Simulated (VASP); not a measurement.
Here is a VASP 6.6.1 calculation.

Contents of POSCAR:

```
Be
1.0
    2.2683779883      0.0000000000      0.0000000000
   -1.1341889942      1.9644729633      0.0000000000
    0.0000000000      0.0000000000      3.5576580670
Be
2
Direct
    0.3333333333      0.6666666667      0.2500000000
    0.6666666667      0.3333333333      0.7500000000
```

Contents of INCAR.step1:

```
SYSTEM = Be
PREC = Accurate
ENCUT = 520
ISMEAR = -1
SIGMA = 0.02
LREAL = .FALSE.
LASPH = .TRUE.
NELM = 60
NBANDS = 9
GGA = PE
ALGO = Normal
EDIFF = 1E-4
LWAVE = .TRUE.
LCHARG = .FALSE.
```

The input INCAR.step2:

```
SYSTEM = Be
PREC = Accurate
ENCUT = 520
EDIFF = 1E-7
ISMEAR = -1
SIGMA = 0.02
LREAL = .FALSE.
LASPH = .TRUE.
NELM = 60
ALGO = Normal
ISIF = 2
LWAVE = .FALSE.
LCHARG = .FALSE.
METAGGA = R2SCAN
LMIXTAU = .TRUE.
NBANDS = 9
ISTART = 1
```

KPOINTS

```
regular mesh
0
G
  10 10 6
  0 0 0
```

Potentials or basis: VASP PAW PBE potentials, release 64 (Be).

Run with:

```sh
$ cat potpaw_PBE.64/Be/POTCAR > POTCAR
$ cp INCAR.step1 INCAR
$ mpirun -np 1 vasp_std > vasp.out
$ cp INCAR.step2 INCAR
$ mpirun -np 1 vasp_std > vasp.out
```

Q: Estimate the pressure.

A: 0.2 GPa.

Q: What does it give for the band gap on the k mesh?

A: Zero (bands 2 and 3 overlap by 0.78 eV).

Stress tensor (GPa, compression positive):
```
 1.73  0.00  0.00
 0.00  1.73  0.00
 0.00  0.00 -2.79
```

Caveat: the PAW data sets were made with another functional, which shifts forces and pressure a little.
